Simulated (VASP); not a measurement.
A run of VASP 6.6.1:

POSCAR

```
Sb
1.0
   -1.8713408863      1.8713408863      1.8713408863
    1.8713408863     -1.8713408863      1.8713408863
    1.8713408863      1.8713408863     -1.8713408863
Sb
1
Direct
    0.0000000000      0.0000000000      0.0000000000
```

The input INCAR.step1:

```
ALGO = Normal ; EDIFF = 1E-5
ENCUT = 520 ; GGA = PE
ISIF = 2 ; ISMEAR = -1
LASPH = True ; LCHARG = False
LREAL = False ; LWAVE = True
NBANDS = 8 ; NELM = 80
PREC = Accurate ; SIGMA = 0.05
```

File INCAR.step2:

```
AEXX = 1.0 ; AGGAC = 0.0
ALDAC = 0.0 ; ALGO = Normal
EDIFF = 1E-7 ; ENCUT = 520
GGA = PE ; ISIF = 2
ISMEAR = -1 ; ISTART = 1
LASPH = True ; LCHARG = False
LHFCALC = True ; LREAL = False
LWAVE = False ; NBANDS = 8
NELM = 80 ; PREC = Accurate
PRECFOCK = Normal ; SIGMA = 0.05
```

File KPOINTS:

```
k-points
0
Gamma
  5 5 5
```

Potentials or basis: VASP PAW PBE potentials, release 64 (Sb).

Command:

```bash
$ cat potpaw_PBE.64/Sb/POTCAR > POTCAR
$ cp INCAR.step1 INCAR
$ mpirun -np 1 vasp_std > vasp.out
$ cp INCAR.step2 INCAR
$ mpirun -np 1 vasp_std > vasp.out
```

Hardware: 1 thread of AMD EPYC 9R45 (Zen 5), with other jobs on the host.

Estimate the wall time of this run.

It took 3.2 min on 1 thread of AMD EPYC 9R45 (Zen 5), with other jobs on the host, peak memory 0.11 GiB. Counts: k points 10.
